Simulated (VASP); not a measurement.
CaO: electric field gradients with PBE

Crystal: CaO.

```xyz
2
Lattice="0.0000 2.4075 2.4075 2.4075 0.0000 2.4075 2.4075 2.4075 0.0000" Properties=species:S:1:pos:R:3 pbc="T T T"
Ca    0.0000    0.0000    0.0000
O     2.4075    2.4075    2.4075
```

This cell differs from its parent crystal: volume scaled by 0.95.

```
Program                : VASP 6.6.1
Task                   : electric field gradients
Functional             : PBE
Potentials or basis    : VASP PAW PBE potentials, release 64 (Ca_sv, O)
Cutoff                 : 520 eV
k mesh                 : 9 × 9 × 9
Occupations            : fermi-dirac, width 0.03 eV
Spin                   : no spin polarisation
Dipole correction      : no
Further INCAR settings : ALGO = Normal; EDIFF = 1e-08; NBANDS = 15
```

* Pressure: 1.6 GPa
* Band gap on the k mesh: 3.69 eV, indirect (least direct gap 4.07 eV)

Levels at points of the mesh, in eV from the valence-band top:
```csv
k point,band 6,band 7,band 8,band 9,band 10,band 11
"(0.00, 0.00, 0.00)",0.00,0.00,0.00,4.67,6.21,6.21
```

It took 14 s on 1 thread of Intel(R) Xeon(R) Platinum 8488C (Sapphire Rapids), with other jobs on the host, peak memory 0.16 GiB.

Caveat: without QUAD_EFG the Cq values of the log hold for a quadrupole moment of 1 mb, not for the nuclei. A k mesh can miss the band edges.
